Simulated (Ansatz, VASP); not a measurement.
## BN: VASP beside Ansatz

POSCAR

```
BN
1.0
    0.0000000000      1.6606296293      1.8912893641
    1.6606296293      0.0000000000      1.8912893641
    1.6606296293      1.6606296293      0.0000000000
B N
1 1
Direct
    0.0000000000      0.0000000000      0.0000000000
    0.5000000000      0.5000000000      0.5000000000
```

INCAR.step1

```
PREC = Accurate ; ENCUT = 660
ISMEAR = -1 ; SIGMA = 0.02
LREAL = F ; LASPH = T
NELM = 120 ; NBANDS = 11
GGA = PE ; ALGO = Normal
EDIFF = 1E-5 ; LWAVE = T
LCHARG = F ; GGA_COMPAT = F
```

File INCAR.step2:

```
PREC = Accurate ; ENCUT = 660
EDIFF = 1E-6 ; ISMEAR = -1
SIGMA = 0.02 ; LREAL = F
LASPH = T ; NELM = 120
ALGO = Normal ; ISIF = 2
LWAVE = F ; LCHARG = F
METAGGA = R2SCAN ; LMIXTAU = T
NBANDS = 11 ; ISTART = 1
GGA_COMPAT = F
```

The input KPOINTS:

```
regular mesh
0
Gamma
  12 12 12
```

Input for Ansatz:

```yaml
crystal:
  lattice:
    - [0.0, 1.6606296293, 1.8912893641]
    - [1.6606296293, 0.0, 1.8912893641]
    - [1.6606296293, 1.6606296293, 0.0]
  atoms:
    - { symbol: B, position: [0.0, 0.0, 0.0] }
    - { symbol: "N", position: [0.5, 0.5, 0.5] }
kpoints:
  mp_grid: { grid: [12, 12, 12] }
  band_path:
    path:
      - [0.0, 0.0, 0.0]
      - [0.5, 0.0, 0.5]
      - [0.625, 0.25, 0.625]
      - [0.375, 0.375, 0.75]
      - [0.5, 0.5, 0.5]
      - [0.5, 0.25, 0.75]
      - [0.0, 0.5, 0.5]
    npoints: 1
hamiltonian:
  xc: r2scan
scf:
  occupations: { method: fermi_dirac, width: 0.02 }
  n_extra_bands: 4
output:
  forces: true
  stress: true
  eigenvalues: true
```

Change from the starting cell: epitaxial_xy strain -4.9%.

Alike in both runs: task single point; functional r2SCAN; k mesh 12 × 12 × 12; occupations fermi-dirac, width 0.02 eV; no spin polarisation.

|  | VASP | Ansatz |
| --- | --- | --- |
| version | VASP 6.6.1 | Ansatz 0.2.0 |
| potentials or method | VASP PAW PBE potentials, release 64 (B, N) | plane waves, PAW |
| plane-wave cutoff (eV) | 660 | 500 |
| valence electrons in the cell | 8 | 8 |

```csv
,VASP,Ansatz,Ansatz less VASP
pressure (GPa),19.4,18.5,-0.87
"traceless stress, the component that is largest in VASP (GPa)",-18.98,-18.53,+0.447
```

VASP's potentials were made for PBE, not for r2SCAN.
